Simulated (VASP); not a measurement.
Write the native input for VASP 6.6.1 that does the following.

```
Task                               : single point
Functional                         : HSE06
Potentials or basis                : VASP PAW PBE potentials, release 64 (B, As)
Cutoff                             : 520 eV
k mesh                             : 6 × 6 × 6
Occupations                        : gaussian, width 0.01 eV
Spin                               : no spin polarisation
Dipole correction                  : no
Grid for exact exchange (PRECFOCK) : Normal
Further INCAR settings             : ALGO = Normal; EDIFF = 1e-06; NBANDS = 11
Share of exact exchange            : 0.25
Screening parameter                : 0.2079 1/Å
```

Crystal: BAs.

```
B As
1.0
     0.00000    2.39187    2.39187
     2.27227    0.00000    2.39187
     2.27227    2.39187    0.00000
B As
1 1
Direct
  0.00000 0.00000 0.00000
  0.25000 0.25000 0.25000
```

This cell differs from its parent crystal: uniaxial x strain -5.0%.

The input as run:

POSCAR

```
BAs
1.0
    0.0000000000      2.3918676074      2.3918676074
    2.2722742270      0.0000000000      2.3918676074
    2.2722742270      2.3918676074      0.0000000000
B As
1 1
Direct
    0.0000000000      0.0000000000      0.0000000000
    0.2500000000      0.2500000000      0.2500000000
```

INCAR.step1

```
SYSTEM = BAs
PREC = Accurate
ENCUT = 520
EDIFF = 1E-5
ISMEAR = 0
SIGMA = 0.01
LREAL = .False.
LASPH = .True.
NELM = 100
ALGO = Normal
ISIF = 2
LWAVE = .True.
NBANDS = 11
GGA = PE
```

INCAR.step2

```
SYSTEM = BAs
PREC = Accurate
ENCUT = 520
EDIFF = 1E-6
ISMEAR = 0
SIGMA = 0.01
LREAL = .False.
LASPH = .True.
NELM = 100
ALGO = Normal
ISIF = 2
LWAVE = .False.
LCHARG = .True.
GGA = PE
LHFCALC = .True.
HFSCREEN = 0.2079
PRECFOCK = Normal
LELF = .True.
LVHAR = .True.
NBANDS = 11
ISTART = 1
```

KPOINTS

```
regular mesh
0
Gamma
  6 6 6
  0 0 0
```

Potentials or basis: VASP PAW PBE potentials, release 64 (B, As).

Command:

```sh
$ cat potpaw_PBE.64/B/POTCAR potpaw_PBE.64/As/POTCAR > POTCAR
$ cp INCAR.step1 INCAR
$ mpirun -np 1 vasp_std > vasp.out
$ cp INCAR.step2 INCAR
$ mpirun -np 1 vasp_std > vasp.out
```

It gave:

- Pressure: 6.9 GPa
- Band gap on the k mesh: 1.10 eV (least direct gap 3.63 eV)

Caveat: the cell differs from its parent crystal (uniaxial x strain -5.0%); the stress differs along the axes, from 3 to 14 GPa; the PAW data sets were made with another functional, which shifts forces and pressure a little.

Wall time 12 min on 1 thread of Intel(R) Xeon(R) Platinum 8488C (Sapphire Rapids) (shared host), peak memory 0.27 GiB.
